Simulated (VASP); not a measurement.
# CdBiO4 (P4/mmm) in VASP: relaxation of cell and atoms with PBE

Aim: the relaxation of cell and atoms of CdBiO4 with PBE.

All numbers are computed with VASP 6.6.1; they aren't measurements. Logs are shortened: lines on timing, memory, paths and dates and some standing lists are left out, and cuts for length are marked.

### Step 1. The cell of the first run

Symmetry: P4/mmm, No. 123, tetragonal system. Conventional cell: a = 3.351 Å, b = 3.351 Å, c = 6.920 Å, α = 90.00°, β = 90.00°, γ = 90.00°. Cd (site symmetry 4/mmm) has 10 O at 2.30 to 2.48 Å within 3.0 Å. Within 3.5 Å of Bi (site symmetry 4/mmm) lie 10 O at 2.64 to 2.73 Å and 4 Bi at 3.35 Å. O (site symmetry 4mm) has 1 O at 1.47 Å within 2.0 Å. Within 3.0 Å of O (site symmetry 4mm) lie 1 Cd at 2.30 Å and 5 O at 2.32 to 2.84 Å and 4 Bi at 2.64 Å.

The cell was generated, and may not be a known phase.

### Step 2. Relaxation of cell and atoms, PBE

The input, INCAR:

```
SYSTEM = CdBiO4
PREC     = Accurate       ! precision mode
ENCUT    = 600            ! plane-wave cutoff, eV
EDIFF    = 1E-6           ! SCF threshold, eV
ISMEAR   = 0              ! smearing method
SIGMA    = 0.1            ! smearing width, eV
LREAL    = .FALSE.        ! projectors in reciprocal space
LASPH    = .TRUE.         ! aspherical terms in the spheres
NELM     = 100            ! most SCF steps
ALGO     = Normal         ! electronic algorithm
ISIF     = 3              ! what is computed and relaxed
LWAVE    = .FALSE.        ! write WAVECAR
LCHARG   = .FALSE.        ! write CHGCAR
GGA      = PE             ! functional
IBRION   = 2              ! ionic algorithm
NSW      = 100            ! ionic steps
EDIFFG   = -0.01          ! ionic threshold
```

The input, KPOINTS:

```
Automatic mesh
0
G
  12 12 6
  0 0 0
```

The input, POSCAR:

```
CdBiO4
1.0
    3.3508128596      0.0000000000      0.0000000000
    0.0000000000      3.3508128596      0.0000000000
    0.0000000000      0.0000000000      6.9197106434
Cd Bi O
1 1 4
Direct
    0.0000000000      0.0000000000      0.0000000000
    0.5000000000      0.5000000000      0.5000000000
    0.5000000000      0.5000000000      0.1060756580
    0.0000000000      0.0000000000      0.6672908518
    0.0000000000      0.0000000000      0.3327091482
    0.5000000000      0.5000000000      0.8939243420
```

Potentials or basis: VASP PAW PBE potentials, release 64 (Cd, Bi_d, O).

Launch:

```console
$ cat potpaw_PBE.64/Cd/POTCAR potpaw_PBE.64/Bi_d/POTCAR potpaw_PBE.64/O/POTCAR > POTCAR
$ mpirun -np 1 vasp_std > vasp.out
```

OUTCAR:

```text
SYSTEM = CdBiO4
   PREC = Accurate
   ENCUT = 600
   EDIFF = 1E-6
   ISMEAR = 0
   LREAL = .FALSE.
   LASPH = .TRUE.
   NELM = 100
   ISIF = 3
   GGA = PE
   IBRION = 2
   NSW = 100
   EDIFFG = -0.01

 ion  position               nearest neighbor table
   1  0.000  0.000  0.000-   4 2.30   5 2.30   3 2.48   6 2.48   3 2.48   6 2.48   3 2.48   6 2.48
                             3 2.48   6 2.48
   2  0.500  0.500  0.500-   4 2.64   5 2.64   4 2.64   5 2.64   4 2.64   5 2.64   4 2.64   5 2.64
                             3 2.73   6 2.73
   3  0.500  0.500  0.106-   6 1.47   1 2.48   1 2.48   1 2.48   1 2.48   2 2.73
   4  0.000  0.000  0.667-   1 2.30   2 2.64   2 2.64   2 2.64   2 2.64
   5  0.000  0.000  0.333-   1 2.30   2 2.64   2 2.64   2 2.64   2 2.64
   6  0.500  0.500  0.894-   3 1.47   1 2.48   1 2.48   1 2.48   1 2.48   2 2.73

  LATTYP: Found a simple tetragonal cell.
 ALAT       =     3.3508128596
 C/A-ratio  =     2.0650841850

  Lattice vectors:

 A1 = (   3.3508128596,   0.0000000000,   0.0000000000)
 A2 = (   0.0000000000,   3.3508128596,   0.0000000000)
 A3 = (   0.0000000000,   0.0000000000,   6.9197106434)

Analysis of symmetry for initial positions (statically):
=====================================================================
 Subroutine PRICEL returns:
 Original cell was already a primitive cell.

 Routine SETGRP: Setting up the symmetry group for a
 simple tetragonal supercell.

 Subroutine GETGRP returns: Found 16 space group operations
 (whereof 16 operations were pure point group operations)
 out of a pool of 16 trial point group operations.

The static configuration has the point symmetry D_4h.

Analysis of symmetry for dynamics (positions and initial velocities):
=====================================================================
 Subroutine PRICEL returns:
 Original cell was already a primitive cell.

 Routine SETGRP: Setting up the symmetry group for a
 simple tetragonal supercell.

 Subroutine GETGRP returns: Found 16 space group operations
 (whereof 16 operations were pure point group operations)
 out of a pool of 16 trial point group operations.

The dynamic configuration has the point symmetry D_4h.

 Subroutine INISYM returns: Found 16 space group operations
 (whereof 16 operations are pure point group operations),
 and found     1 'primitive' translations

----------------------------------------------------------------------------------------

                                     Primitive cell

  volume of cell :      77.6941

  direct lattice vectors                    reciprocal lattice vectors
     3.350812860  0.000000000  0.000000000     0.298435049  0.000000000  0.000000000
     0.000000000  3.350812860  0.000000000     0.000000000  0.298435049  0.000000000
     0.000000000  0.000000000  6.919710643     0.000000000  0.000000000  0.144514713

  length of vectors
     3.350812860  3.350812860  6.919710643     0.298435049  0.298435049  0.144514713

  position of ions in fractional coordinates (direct lattice)
     0.000000000  0.000000000  0.000000000
     0.500000000  0.500000000  0.500000000
     0.500000000  0.500000000  0.106075658
     0.000000000  0.000000000  0.667290852
     0.000000000  0.000000000  0.332709148
     0.500000000  0.500000000  0.893924342

  ion indices of the primitive-cell ions
   primitive index   ion index
                 1           1
                 2           2
                 3           3
                 4           4
                 5           5
                 6           6

----------------------------------------------------------------------------------------

 KPOINTS: Automatic mesh

Automatic generation of k-mesh.
 Grid dimensions read from file:
 generate k-points for:   12   12    6

 Generating k-lattice:

  Cartesian coordinates                     Fractional coordinates (reciprocal lattice)
     0.024869587  0.000000000  0.000000000     0.083333333  0.000000000  0.000000000
     0.000000000  0.024869587  0.000000000     0.000000000  0.083333333  0.000000000
     0.000000000  0.000000000  0.024085786     0.000000000  0.000000000  0.166666667

  Length of vectors
     0.024869587  0.024869587  0.024085786

  Shift w.r.t. Gamma in fractional coordinates (k-lattice)
     0.000000000  0.000000000  0.000000000

 Subroutine IBZKPT returns following result:
 ===========================================

 Found    112 irreducible k-points:

 Following reciprocal coordinates:
            Coordinates               Weight
  0.000000  0.000000  0.000000      1.000000
  0.083333  0.000000  0.000000      4.000000
  0.166667  0.000000  0.000000      4.000000
  0.250000  0.000000  0.000000      4.000000
  0.333333  0.000000  0.000000      4.000000
  0.416667  0.000000  0.000000      4.000000
[... 16 lines left out ...]
  0.333333  0.333333  0.000000      4.000000
  0.416667  0.333333  0.000000      8.000000
 [... further k-points ...]
   k-points           NKPTS =    112   k-points in BZ     NKDIM =    112   number of bands    NBANDS=     30
   number of dos      NEDOS =    301   number of ions     NIONS =      6
   total plane-waves  NPLWV =  43904
   dimension x,y,z NGX =    28 NGY =   28 NGZ =   56
   dimension x,y,z NGXF=    56 NGYF=   56 NGZF=  112
   ions per type =               1   1   4
   NGX,Y,Z   is equivalent  to a cutoff of  13.89, 13.89, 13.45 a.u.
   NGXF,Y,Z  is equivalent  to a cutoff of  27.78, 27.78, 26.91 a.u.
 SYSTEM =  CdBiO4
   PREC   = accura    normal or accurate (medium, high low for compatibility)
   ISTART =      0    job   : 0-new  1-cont  2-samecut
   ICHARG =      2    charge: 1-file 2-atom 10-const
   ISPIN  =      1    spin polarized calculation?
   LNONCOLLINEAR =      F non collinear calculations
   LSORBIT =      F    spin-orbit coupling
   LASPH  =      T    aspherical Exc in radial PAW
   ENCUT  =  600.0 eV  44.10 Ry    6.64 a.u.   6.69  6.69 13.82*2*pi/ulx,y,z
   NELM   =    100;   NELMIN=  2; NELMDL= -5     # of ELM steps
   EDIFF  = 0.1E-05   stopping-criterion for ELM
   LREAL  =      F    real-space projection
   EDIFFG = -.1E-01   stopping-criterion for IOM
   NSW    =    100    number of steps for IOM
   IBRION =      2    ionic relax: 0-MD 1-quasi-New 2-CG
   NFREE  =      1    steps in history (QN), initial steepest desc. (CG)
   ISIF   =      3    stress and relaxation
   ISYM   =      2    0-nonsym 1-usesym 2-fastsym
   POTIM  = 0.5000    time-step for ionic-motion
   TEBEG  =    0.0;   TEEND  =   0.0 temperature during run
   PSTRESS=    0.0 pullay stress
   NELECT =      51.0000    total number of electrons
   NUPDOWN=      -1.0000    fix difference up-down
   EMIN   =  10.00;   EMAX   =-10.00  energy-range for DOS
   EFERMI =   0.00;   METHOD = LEGACY
   ISMEAR =     0;   SIGMA  =   0.10  broadening in eV -4-tet -1-fermi 0-gaus
   EFERMI_NEDOS =   21; number of points for ismear=-14 and -15
   IALGO  =     38    algorithm
   IMIX   =      4    mixing-type and parameters
     AMIX     =   0.40;   BMIX     =  1.00
     AMIX_MAG =   1.60;   BMIX_MAG =  1.00
  volume/ion in A,a.u.               =      12.95        87.38
  Fermi-wavevector in a.u.,A,eV,Ry     =   1.422773  2.688650 27.542023  2.024282
  Thomas-Fermi vector in A             =   2.543441
   LORBIT       =      0    0 simple, 1 ext, 2 COOP (PROOUT), +10 PAW based schemes
   GGA     = PE    functional components
   LHFCALC =     F    Hartree Fock is set to
   AEXX    =    0.0000 exact exchange contribution
   IVDW    =     0    specifies the selected vdW correction
   LEPSILON=     F    determine dielectric tensor
   LRPA    =     F    only Hartree local field effects (RPA)
 conjugate gradient relaxation of ions
 non-spin polarized calculation
 Gauss-broadening in eV      SIGMA  =   0.10
  energy-cutoff  :      600.00
  volume of cell :       77.69
 maximum number of plane-waves:      2613
 NGX is ok and might be reduce to    28
   NGX = 13   NGY = 13   NGZ = 27

--------------------------------------- Ionic step        1  -------------------------------------------

 number of electron      51.0000008 magnetization

 Free energy of the ion-electron system (eV)
  ---------------------------------------------------
  ext. energy  EPLUGINS =         0.00000000
  ---------------------------------------------------
  free energy    TOTEN  =       -26.11169312 eV

  energy without entropy =      -26.07104258  energy(sigma->0) =      -26.09136785

------------------------ aborting loop because EDIFF is reached ----------------------------------------

  FORCE on cell =-STRESS in cart. coord.  units (eV):
  Direction    XX          YY          ZZ          XY          YZ          ZX
  --------------------------------------------------------------------------------------
  -------------------------------------------------------------------------------------
  Total        0.2154353      0.2154353      0.5059770      0.0000000     -0.0000000     -0.0000000
  in kB        4.4426204      4.4426204     10.4340541      0.0000000     -0.0000000     -0.0000000
  external PRESSURE =       6.4397650 kB  Pullay stress =       0.0000000 kB
[... 101 lines left out ...]
  FREE ENERGIE OF THE ION-ELECTRON SYSTEM (eV)
  ---------------------------------------------------
  free  energy   TOTEN  =       -26.1144637810 eV

  energy  without entropy=      -26.0743075259  energy(sigma->0) =      -26.09438565

[... ionic steps 4 to 8 ...]

--------------------------------------- Ionic step        9  -------------------------------------------

 number of electron      51.0000015 magnetization

------------------------ aborting loop because EDIFF is reached ----------------------------------------

  FORCE on cell =-STRESS in cart. coord.  units (eV):
  Direction    XX          YY          ZZ          XY          YZ          ZX
  --------------------------------------------------------------------------------------
  -------------------------------------------------------------------------------------
  Total       -0.0056100     -0.0056100     -0.0148978      0.0000000      0.0000000     -0.0000000
  in kB       -0.1155536     -0.1155536     -0.3068652      0.0000000      0.0000000     -0.0000000
  external PRESSURE =      -0.1793242 kB  Pullay stress =       0.0000000 kB
[... 65 lines left out ...]
  energy  without entropy=      -26.0789022070  energy(sigma->0) =      -26.09774549

--------------------------------------- Ionic step       11  -------------------------------------------

 number of electron      51.0000015 magnetization

 Free energy of the ion-electron system (eV)
  ---------------------------------------------------
  ext. energy  EPLUGINS =         0.00000000
  ---------------------------------------------------
  free energy    TOTEN  =       -26.11659497 eV

  energy without entropy =      -26.07890541  energy(sigma->0) =      -26.09775019

 E-fermi :   4.3912     XC(G=0): -11.2490

 val. band max:        4.3895166077   @ k =   0.1667   0.1667   0.0000
 cond. band min:       4.3962374518   @ k =   0.2500   0.1667   0.1667
 fundamental gap:      0.0067208442
 Fermi energy:         4.3912155406

 k-point     1 :       0.0000    0.0000    0.0000
  band No.  band energies     occupation
      1     -18.5566      2.00000
      2     -18.5118      2.00000
      3     -18.3452      2.00000
      4     -18.3452      2.00000
      5     -18.2617      2.00000
      6     -17.0954      2.00000
[... 781 lines left out ...]
     29       8.4577      0.00000
     30       9.3343      0.00000

 [... further k-points ...]
[... 5 lines left out ...]
  --------------------------------------------------------------------------------------
  -------------------------------------------------------------------------------------
  Total        0.0151461      0.0151461      0.0016283      0.0000000      0.0000000      0.0000000
  in kB        0.3119842      0.3119842      0.0335411      0.0000000      0.0000000      0.0000000
  external PRESSURE =       0.2191699 kB  Pullay stress =       0.0000000 kB
[... 21 lines left out ...]
  FREE ENERGIE OF THE ION-ELECTRON SYSTEM (eV)
  ---------------------------------------------------
  free  energy   TOTEN  =       -26.1165949741 eV

  energy  without entropy=      -26.0789054117  energy(sigma->0) =      -26.09775019

 reached required accuracy - stopping structural energy minimisation
```

Run time: 38 min. Hardware: 1 thread of Intel Xeon 8259CL, shared host; peak memory 0.44 GiB.

Results:

* Free energy: -26.1166 eV
* Relaxed volume: 12.96 Å³/atom
* Relaxed cell: a = 3.348 Å, b = 3.348 Å, c = 6.940 Å, α = 90.00°, β = 90.00°, γ = 90.00°
* Space group after relaxing (to 0.1 Å): P4/mmm (No. 123)
* Energy gained by relaxing: 0.8 meV/atom
* Ionic steps: 11
* Pressure after relaxing: 0.0 GPa
* Largest force after relaxing: 0.005 eV/Å
* Band gap on the k mesh: zero (an odd number of electrons rules out a gap without spin polarisation)

Forces on the atoms (eV/Å):
```
Cd   0.000  0.000  0.000
Bi   0.000  0.000  0.000
O    0.000  0.000 -0.005
O    0.000  0.000  0.001
O    0.000  0.000 -0.001
O    0.000  0.000  0.005
```

The path:
| step | energy change (eV) | largest force (eV/Å) | pressure (GPa) | volume (Å³) |
| --- | --- | --- | --- | --- |
| 1 | 0.0000 | 0.3033 | 0.64 | 77.69 |
| 2 | 0.0009 | 0.3359 | -1.04 | 78.28 |
| 3 | -0.0028 | 0.1178 | -0.16 | 77.96 |
| 4 | -0.0039 | 0.0769 | -0.11 | 77.90 |
| 5 | -0.0046 | 0.0188 | 0.05 | 77.74 |
| 6 | -0.0047 | 0.0050 | 0.02 | 77.78 |
| 7 | -0.0048 | 0.0243 | -0.03 | 77.79 |
| 8 | -0.0048 | 0.0460 | -0.07 | 77.80 |
| 9 | -0.0049 | 0.0266 | -0.02 | 77.78 |
| 10 | -0.0049 | 0.0104 | 0.03 | 77.77 |
| 11 | -0.0049 | 0.0054 | 0.02 | 77.78 |

Final structure:
```xyz
6
Lattice="3.3477 0.0000 0.0000 0.0000 3.3477 0.0000 0.0000 0.0000 6.9404" Properties=species:S:1:pos:R:3 pbc="T T T"
Cd    0.0000    0.0000    0.0000
Bi    1.6739    1.6739    3.4702
O     1.6739    1.6739    0.7462
O     0.0000    0.0000    4.6106
O     0.0000    0.0000    2.3298
O     1.6739    1.6739    6.1942
```

Caveat: spin-orbit coupling is left out, which moves the levels of the heavy elements; an odd number of electrons without spin polarisation forces a metal; a magnetic or distorted state may lie lower.
